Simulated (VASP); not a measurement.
# CdSe (Cadmoselite) (P6_3mc) in VASP: further runs

Aim: see how the results for CdSe (Cadmoselite) move with the level of theory and the settings. Levels: LDA, PBEsol. Tasks: single point.

Everything below comes from runs of VASP 6.6.1. Logs are shortened: lines on timing, memory, paths and dates and some standing lists are left out, and cuts for length are marked.

### Step 1. The cell of the first run

Symmetry: P6_3mc, No. 186, hexagonal system. The conventional cell has a = 4.384 Å, b = 4.384 Å, c = 7.158 Å, α = 90.00°, β = 90.00°, γ = 120.00°. Within 3.5 Å of Cd (site symmetry 3m) lie 4 Se at 2.66 to 2.76 Å. Se (site symmetry 3m) has 4 Cd at 2.66 to 2.76 Å within 3.5 Å.

### Step 2. Single point, LDA (volume scaled by 1.06)

Contents of INCAR:

```
SYSTEM = CdSe
ALGO = Normal
EDIFF = 1E-7
ENCUT = 520
GGA = CA
ISIF = 2
ISMEAR = -1
LASPH = .True.
LCHARG = .False.
LREAL = .False.
LWAVE = .False.
NBANDS = 26
NELM = 80
PREC = Accurate
SIGMA = 0.05
```

Contents of KPOINTS:

```
k-points
0
Gamma
  7 7 4
  0 0 0
```

Contents of POSCAR:

```
CdSe
1.0
    4.3843351364      0.0000000000      0.0000000000
   -2.1921675682      3.7969456069      0.0000000000
    0.0000000000      0.0000000000      7.1576820134
Cd Se
2 2
Direct
    0.6666666667      0.3333333333      0.5000000000
    0.3333333333      0.6666666667      0.0000000000
    0.6666666667      0.3333333333      0.8850000000
    0.3333333333      0.6666666667      0.3850000000
```

Potentials or basis: VASP PAW LDA potentials, release 64 (Cd, Se).

The run is started by

```sh
> cat potpaw_LDA.64/Cd/POTCAR potpaw_LDA.64/Se/POTCAR > POTCAR
> mpirun -np 1 vasp_std > vasp.out
```

OUTCAR:

```text
SYSTEM = CdSe
   EDIFF = 1E-7
   ENCUT = 520
   GGA = CA
   ISIF = 2
   ISMEAR = -1
   LASPH = .True.
   LREAL = .False.
   NELM = 80
   PREC = Accurate

 ion  position               nearest neighbor table
   1  0.667  0.333  0.500-   4 2.66   4 2.66   4 2.66   3 2.76
   2  0.333  0.667  0.000-   3 2.66   3 2.66   3 2.66   4 2.76
   3  0.667  0.333  0.885-   2 2.66   2 2.66   2 2.66   1 2.76
   4  0.333  0.667  0.385-   1 2.66   1 2.66   1 2.66   2 2.76

  LATTYP: Found a hexagonal cell.
 ALAT       =     4.3843351364
 C/A-ratio  =     1.6325581395

  Lattice vectors:

 A1 = (   4.3843351364,   0.0000000000,   0.0000000000)
 A2 = (  -2.1921675682,   3.7969456069,   0.0000000000)
 A3 = (   0.0000000000,   0.0000000000,   7.1576820134)

Analysis of symmetry for initial positions (statically):
=====================================================================
 Subroutine PRICEL returns:
 Original cell was already a primitive cell.

 Routine SETGRP: Setting up the symmetry group for a
 hexagonal supercell.

 Subroutine GETGRP returns: Found 12 space group operations
 (whereof  6 operations were pure point group operations)
 out of a pool of 24 trial point group operations.

The static configuration has the point symmetry C_3v.
 The point group associated with its full space group is C_6v.

Analysis of symmetry for dynamics (positions and initial velocities):
=====================================================================
 Subroutine PRICEL returns:
 Original cell was already a primitive cell.

 Routine SETGRP: Setting up the symmetry group for a
 hexagonal supercell.

 Subroutine GETGRP returns: Found 12 space group operations
 (whereof  6 operations were pure point group operations)
 out of a pool of 24 trial point group operations.

The dynamic configuration has the point symmetry C_3v.
 The point group associated with its full space group is C_6v.

 Subroutine INISYM returns: Found 12 space group operations
 (whereof  6 operations are pure point group operations),
 and found     1 'primitive' translations

----------------------------------------------------------------------------------------

                                     Primitive cell

  volume of cell :     119.1545

  direct lattice vectors                    reciprocal lattice vectors
     4.384335136  0.000000000  0.000000000     0.228084754  0.131684794  0.000000000
    -2.192167568  3.796945607  0.000000000     0.000000000  0.263369588  0.000000000
     0.000000000  0.000000000  7.157682013     0.000000000  0.000000000  0.139710034

  length of vectors
     4.384335136  4.384335136  7.157682013     0.263369588  0.263369588  0.139710034

  position of ions in fractional coordinates (direct lattice)
     0.666666667  0.333333333  0.500000000
     0.333333333  0.666666667  0.000000000
     0.666666667  0.333333333  0.885000000
     0.333333333  0.666666667  0.385000000

  ion indices of the primitive-cell ions
   primitive index   ion index
                 1           1
                 2           2
                 3           3
                 4           4

----------------------------------------------------------------------------------------

 KPOINTS: k-points

Automatic generation of k-mesh.
 Grid dimensions read from file:
 generate k-points for:    7    7    4

 Generating k-lattice:

  Cartesian coordinates                     Fractional coordinates (reciprocal lattice)
     0.032583536  0.018812113  0.000000000     0.142857143  0.000000000  0.000000000
     0.000000000  0.037624227  0.000000000     0.000000000  0.142857143  0.000000000
     0.000000000  0.000000000  0.034927509     0.000000000  0.000000000  0.250000000

  Length of vectors
     0.037624227  0.037624227  0.034927509

  Shift w.r.t. Gamma in fractional coordinates (k-lattice)
     0.000000000  0.000000000  0.000000000

 Subroutine IBZKPT returns following result:
 ===========================================

 Found     24 irreducible k-points:

 Following reciprocal coordinates:
            Coordinates               Weight
  0.000000  0.000000  0.000000      1.000000
  0.142857  0.000000  0.000000      6.000000
  0.285714  0.000000  0.000000      6.000000
  0.428571  0.000000  0.000000      6.000000
  0.142857  0.142857  0.000000      6.000000
  0.285714  0.142857  0.000000     12.000000
[... 16 lines left out ...]
  0.428571  0.142857  0.500000      6.000000
  0.285714  0.285714  0.500000      6.000000
   k-points           NKPTS =     24   k-points in BZ     NKDIM =     24   number of bands    NBANDS=     26
   number of dos      NEDOS =    301   number of ions     NIONS =      4
   total plane-waves  NPLWV =  69984
   dimension x,y,z NGX =    36 NGY =   36 NGZ =   54
   dimension x,y,z NGXF=    72 NGYF=   72 NGZF=  108
   ions per type =               2   2
   NGX,Y,Z   is equivalent  to a cutoff of  13.65, 13.65, 12.54 a.u.
   NGXF,Y,Z  is equivalent  to a cutoff of  27.30, 27.30, 25.08 a.u.
 SYSTEM =  CdSe
   PREC   = accura    normal or accurate (medium, high low for compatibility)
   ISTART =      0    job   : 0-new  1-cont  2-samecut
   ICHARG =      2    charge: 1-file 2-atom 10-const
   ISPIN  =      1    spin polarized calculation?
   LNONCOLLINEAR =      F non collinear calculations
   LSORBIT =      F    spin-orbit coupling
   LASPH  =      T    aspherical Exc in radial PAW
   ENCUT  =  520.0 eV  38.22 Ry    6.18 a.u.   8.15  8.15 13.31*2*pi/ulx,y,z
   NELM   =     80;   NELMIN=  2; NELMDL= -5     # of ELM steps
   EDIFF  = 0.1E-06   stopping-criterion for ELM
   LREAL  =      F    real-space projection
   EDIFFG = 0.1E-05   stopping-criterion for IOM
   NSW    =      0    number of steps for IOM
   IBRION =     -1    ionic relax: 0-MD 1-quasi-New 2-CG
   NFREE  =      0    steps in history (QN), initial steepest desc. (CG)
   ISIF   =      2    stress and relaxation
   ISYM   =      2    0-nonsym 1-usesym 2-fastsym
   POTIM  = 0.5000    time-step for ionic-motion
   TEBEG  =    0.0;   TEEND  =   0.0 temperature during run
   PSTRESS=    0.0 pullay stress
   NELECT =      36.0000    total number of electrons
   NUPDOWN=      -1.0000    fix difference up-down
   EMIN   =  10.00;   EMAX   =-10.00  energy-range for DOS
   EFERMI =   0.00;   METHOD = LEGACY
   ISMEAR =    -1;   SIGMA  =   0.05  broadening in eV -4-tet -1-fermi 0-gaus
   EFERMI_NEDOS =   21; number of points for ismear=-14 and -15
   IALGO  =     38    algorithm
   IMIX   =      4    mixing-type and parameters
     AMIX     =   0.40;   BMIX     =  1.00
     AMIX_MAG =   1.60;   BMIX_MAG =  1.00
  volume/ion in A,a.u.               =      29.79       201.02
  Fermi-wavevector in a.u.,A,eV,Ry     =   1.098514  2.075890 16.418591  1.206732
  Thomas-Fermi vector in A             =   2.234893
   LORBIT       =      0    0 simple, 1 ext, 2 COOP (PROOUT), +10 PAW based schemes
   GGA     = CA    functional components
   LHFCALC =     F    Hartree Fock is set to
   AEXX    =    0.0000 exact exchange contribution
   IVDW    =     0    specifies the selected vdW correction
   LEPSILON=     F    determine dielectric tensor
   LRPA    =     F    only Hartree local field effects (RPA)
 non-spin polarized calculation
  energy-cutoff  :      520.00
  volume of cell :      119.15
 maximum number of plane-waves:      3230
 NGX is ok and might be reduce to    36
   NGX = 17   NGY = 17   NGZ = 27

 number of electron      36.0000011 magnetization

 Free energy of the ion-electron system (eV)
  ---------------------------------------------------
  ext. energy  EPLUGINS =         0.00000000
  ---------------------------------------------------
  free energy    TOTEN  =       -13.37034289 eV

  energy without entropy =      -13.37000997  energy(sigma->0) =      -13.37017643

 E-fermi :   0.5538     XC(G=0):  -9.0327

 val. band max:        0.3439499683   @ k =   0.0000   0.0000   0.0000
 cond. band min:       0.6854029573   @ k =   0.0000   0.0000   0.0000
 fundamental gap:      0.3414529890
 Fermi energy:         0.5538078203

 k-point     1 :       0.0000    0.0000    0.0000
  band No.  band energies     occupation
      1     -11.9868      2.00000
      2     -11.6629      2.00000
      3      -7.4188      2.00000
      4      -7.4188      2.00000
      5      -7.3714      2.00000
      6      -7.3714      2.00000
[... 18 lines left out ...]
     25       7.1463      0.00000
     26       7.6135      0.00000

 k-point     2 :       0.1429    0.0000    0.0000
  band No.  band energies     occupation
      1     -11.9308      2.00000
      2     -11.6357      2.00000
      3      -7.3963      2.00000
      4      -7.3848      2.00000
      5      -7.3452      2.00000
      6      -7.3432      2.00000
[... 18 lines left out ...]
     25       7.3193      0.00000
     26       7.5975      0.00000

 k-point     3 :       0.2857    0.0000    0.0000
  band No.  band energies     occupation
      1     -11.7972      2.00000
      2     -11.5806      2.00000
      3      -7.3514      2.00000
      4      -7.3373      2.00000
      5      -7.2797      2.00000
      6      -7.2571      2.00000
[... 18 lines left out ...]
     25       7.7001      0.00000
     26       8.1098      0.00000

 k-point     4 :       0.4286    0.0000    0.0000
  band No.  band energies     occupation
      1     -11.6742      2.00000
      2     -11.5507      2.00000
      3      -7.3240      2.00000
      4      -7.3186      2.00000
      5      -7.2304      2.00000
      6      -7.1886      2.00000
[... 18 lines left out ...]
     25       7.9683      0.00000
     26       9.0673      0.00000

 k-point     5 :       0.1429    0.1429    0.0000
  band No.  band energies     occupation
      1     -11.8358      2.00000
      2     -11.5948      2.00000
      3      -7.3656      2.00000
      4      -7.3435      2.00000
      5      -7.2973      2.00000
      6      -7.2881      2.00000
[... 18 lines left out ...]
     25       7.7358      0.00000
     26       8.1694      0.00000

 k-point     6 :       0.2857    0.1429    0.0000
  band No.  band energies     occupation
      1     -11.7047      2.00000
      2     -11.5551      2.00000
      3      -7.3390      2.00000
      4      -7.3046      2.00000
      5      -7.2444      2.00000
      6      -7.2218      2.00000
[... 427 lines left out ...]
 k-point    21 :       0.1429    0.1429    0.5000
  band No.  band energies     occupation
      1     -11.7118      2.00000
      2     -11.7118      2.00000
      3      -7.3380      2.00000
      4      -7.3380      2.00000
      5      -7.3156      2.00000
      6      -7.3156      2.00000
[... 18 lines left out ...]
     25       7.5467      0.00000
     26       7.5467      0.00000

 k-point    22 :       0.2857    0.1429    0.5000
  band No.  band energies     occupation
      1     -11.6248      2.00000
      2     -11.6248      2.00000
      3      -7.2957      2.00000
      4      -7.2957      2.00000
      5      -7.2742      2.00000
      6      -7.2742      2.00000
[... 18 lines left out ...]
     25       7.8593      0.00000
     26       7.8593      0.00000

 k-point    23 :       0.4286    0.1429    0.5000
  band No.  band energies     occupation
      1     -11.5860      2.00000
      2     -11.5860      2.00000
      3      -7.2771      2.00000
      4      -7.2771      2.00000
      5      -7.2692      2.00000
      6      -7.2692      2.00000
[... 18 lines left out ...]
     25       8.3773      0.00000
     26       8.3773      0.00000

 k-point    24 :       0.2857    0.2857    0.5000
  band No.  band energies     occupation
      1     -11.5770      2.00000
      2     -11.5770      2.00000
      3      -7.2734      2.00000
      4      -7.2734      2.00000
      5      -7.2569      2.00000
      6      -7.2569      2.00000
[... 18 lines left out ...]
     25       8.1455      0.00000
     26       8.1455      0.00000

------------------------ aborting loop because EDIFF is reached ----------------------------------------

  FORCE on cell =-STRESS in cart. coord.  units (eV):
  Direction    XX          YY          ZZ          XY          YZ          ZX
  --------------------------------------------------------------------------------------
  -------------------------------------------------------------------------------------
  Total       -2.6702858     -2.6702858     -3.4572846      0.0000000     -0.0000000      0.0000000
  in kB      -35.9052374    -35.9052374    -46.4873928      0.0000000     -0.0000000      0.0000000
  external PRESSURE =     -39.4326225 kB  Pullay stress =       0.0000000 kB

 VOLUME and BASIS-vectors are now :
 -----------------------------------------------------------------------------
  energy-cutoff  :      520.00
  volume of cell :      119.15
      direct lattice vectors                 reciprocal lattice vectors
     4.384335136  0.000000000  0.000000000     0.228084754  0.131684794  0.000000000
    -2.192167568  3.796945607  0.000000000     0.000000000  0.263369588  0.000000000
     0.000000000  0.000000000  7.157682013     0.000000000  0.000000000  0.139710034

 POSITION                                       TOTAL-FORCE (eV/Angst)
 -----------------------------------------------------------------------------------
      2.19217      1.26565      3.57884        -0.000000      0.000000      0.209952
     -0.00000      2.53130      0.00000         0.000000     -0.000000      0.209952
      2.19217      1.26565      6.33455         0.000000     -0.000000     -0.209952
     -0.00000      2.53130      2.75571         0.000000      0.000000     -0.209952
 -----------------------------------------------------------------------------------
    total drift:                               -0.000000      0.000000      0.000278

  FREE ENERGIE OF THE ION-ELECTRON SYSTEM (eV)
  ---------------------------------------------------
  free  energy   TOTEN  =       -13.3703428854 eV

  energy  without entropy=      -13.3700099717  energy(sigma->0) =      -13.37017643
```

It took 72 s on 1 thread of AMD EPYC 7R13 (Zen 3), shared host; peak memory 0.2 GiB.

What came out:

```
Free energy            : -13.3703 eV
Pressure               : -3.9 GPa
Largest force          : 0.210 eV/Å
Band gap on the k mesh : 0.34 eV, direct
```

Forces on the atoms (eV/Å):
```
Cd   0.000  0.000  0.210
Cd   0.000  0.000  0.210
Se   0.000  0.000 -0.210
Se   0.000  0.000 -0.210
```

[end of part 1 of 2]
